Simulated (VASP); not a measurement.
Runs of VASP 6.6.1 on SnSe. The structure is that of space group Fm-3m (No. 225), or close to it. The cells are those of the table. 

```tsv
cell	gap on the mesh (eV)	pressure (GPa)
a = 4.257 Å, angles 60.0°, 2 atoms	0.58	0.6
a = 4.313 Å, angles 60.0°, 2 atoms	0.41	-1.3
a = 4.199 Å, angles 60.0°, 2 atoms	0.76	2.9
a = 4.285 Å, angles 60.0°, 2 atoms	0.49	-0.4
a = 4.228 Å, angles 60.0°, 2 atoms	(c)	(b)
a = 4.170 Å, angles 60.0°, 2 atoms	0.87	4.3
a = 4.340 Å, angles 60.0°, 2 atoms	(a)	-2.1
```

Alike in all rows: task single point; level PBE; potentials or basis VASP PAW PBE potentials, release 64 (Sn_d, Se); no spin polarisation; k mesh 6 × 6 × 6; cutoff (eV) 500; smearing methfessel-paxton 0.05 eV.

Question: Fill in the values left out.

Answer: (a) 0.34; (b) 1.7; (c) 0.67.

Caveats: spin-orbit coupling is left out, which moves the levels of the heavy elements.

A k mesh can miss the band edges, and the runs leave out spin-orbit coupling on Se, Sn.
